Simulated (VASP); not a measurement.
Set up this calculation in VASP 6.6.1, as the native input.

```
Task                   : single point
Functional             : r2SCAN
Potentials or basis    : VASP PAW PBE potentials, release 64 (Mo_sv, S)
Cutoff                 : 550 eV
k mesh                 : 6 × 6 × 3, shifted
Occupations            : methfessel-paxton, width 0.025 eV
Spin                   : no spin polarisation
Dipole correction      : no
Further INCAR settings : ALGO = Normal; EDIFF = 1e-06; NBANDS = 20; ISYM = 0
```

Crystal: MoS2.

```
Mo S
1.0
     3.22746    0.00000    0.00000
    -1.61373    2.79506    0.00000
     0.00000    0.00000    6.31247
Mo S
1 2
Direct
  0.00000 0.00000 0.50000
  0.33333 0.66667 0.25532
  0.66667 0.33333 0.74468
```

The input as run:

POSCAR

```
MoS2
1.0
    3.2274600000      0.0000000000      0.0000000000
   -1.6137300000      2.7950623497      0.0000000000
    0.0000000000      0.0000000000      6.3124700000
Mo S
1 2
Direct
    0.0000000000      0.0000000000      0.5000000000
    0.3333333333      0.6666666667      0.2553200000
    0.6666666667      0.3333333333      0.7446800000
```

INCAR.step1

```
PREC = Accurate
ENCUT = 550
ISMEAR = 1
SIGMA = 0.025
LREAL = F
LASPH = T
NELM = 120
ISYM = 0
NBANDS = 20
GGA = PE
ALGO = Normal
EDIFF = 1E-5
LWAVE = T
LCHARG = F
GGA_COMPAT = F
```

INCAR.step2

```
PREC = Accurate
ENCUT = 550
EDIFF = 1E-6
ISMEAR = 1
SIGMA = 0.025
LREAL = F
LASPH = T
NELM = 120
ALGO = Normal
ISIF = 2
LWAVE = F
LCHARG = F
METAGGA = R2SCAN
LMIXTAU = T
ISYM = 0
NBANDS = 20
ISTART = 1
GGA_COMPAT = F
```

KPOINTS

```
Automatic mesh
0
Gamma
  6 6 3
  0.5 0.5 0.5
```

Potentials or basis: VASP PAW PBE potentials, release 64 (Mo_sv, S).

The run is started by

```console
$ cat potpaw_PBE.64/Mo_sv/POTCAR potpaw_PBE.64/S/POTCAR > POTCAR
$ cp INCAR.step1 INCAR
$ mpirun -np 1 vasp_std > vasp.out
$ cp INCAR.step2 INCAR
$ mpirun -np 1 vasp_std > vasp.out
```

Results of the run:

- Pressure: 0.2 GPa
- Largest force: 0.027 eV/Å
- Band gap on the k mesh: zero (bands 13 and 14 overlap by 0.19 eV)

Caveat: the k points lie up to 0.37 Å⁻¹ apart; the PAW data sets were made with another functional, which shifts forces and pressure a little.

Wall time 12 min on 1 thread of Intel(R) Xeon(R) Platinum 8259CL CPU @ 2.50GHz (Skylake/Cascade Lake), with other jobs on the host, peak memory 0.32 GiB.
